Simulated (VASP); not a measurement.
Here is a VASP 6.6.1 calculation.

Contents of INCAR:

```
ALGO     = Normal         # electronic algorithm
EDIFF    = 1E-7           # SCF threshold, eV
ENCUT    = 520            # plane-wave cutoff, eV
GGA      = PE             # functional
ISIF     = 2              # what is computed and relaxed
ISMEAR   = -1             # smearing method
ISYM     = 0            
LASPH    = T              # aspherical terms in the spheres
LCHARG   = F              # write CHGCAR
LREAL    = F              # projectors in reciprocal space
LWAVE    = F              # write WAVECAR
NBANDS   = 61             # bands
NELM     = 100            # most SCF steps
PREC     = Accurate       # precision mode
SIGMA    = 0.2482         # smearing width, eV
```

File KPOINTS:

```
Automatic mesh
0
Gamma
  1 1 1
  0.25 0.25 0.25
```

Contents of POSCAR:

```
Al3Ga4N7
1.0
    5.4234100000     -0.0218160000     -0.1020990000
   -0.0218160000      5.6737360000      0.1832450000
   -0.1020990000      0.1832450000      5.4998890000
Al N Ga
3 7 4
Direct
    0.4963346939      0.4555705947      0.2042607119
    0.2147139921      0.7248787205      0.5397511991
    1.0009032875      0.5729245012      0.0833110767
    0.4564560263      0.0846760547      0.5381236313
    0.6914416762      0.2499834982      1.0097362470
    0.6714605077      0.6056296929      0.4399770310
   -0.0256611386     -0.0258468907      0.5978804912
    0.7356832939      0.7500270099     -0.0034521007
    0.1963696933      0.5196505264      0.8009937634
    0.1519919803      0.4595532284      0.3428751740
    0.7378882004      1.0118733638      0.3067338110
    0.6834799134     -0.0288432300      0.7805761159
    0.1717955339      0.2393640665      0.6001493637
    0.6342573668      0.5028452884      0.7518161108
```

Potentials or basis: VASP PAW PBE potentials, release 64 (Al, N, Ga_d).

The run is started by

```sh
$ cat potpaw_PBE.64/Al/POTCAR potpaw_PBE.64/N/POTCAR potpaw_PBE.64/Ga_d/POTCAR > POTCAR
$ mpirun -np 1 vasp_std > vasp.out
```

What does it give for the largest force?

4.836 eV/Å.

Predict the band gap on the k mesh.

2.60 eV.

Stress tensor (GPa, compression positive):
```
  7.42  -2.22   5.87
 -2.22   7.04 -10.65
  5.87 -10.65  15.73
```

Caveat: the k points lie up to 1.16 Å⁻¹ apart.
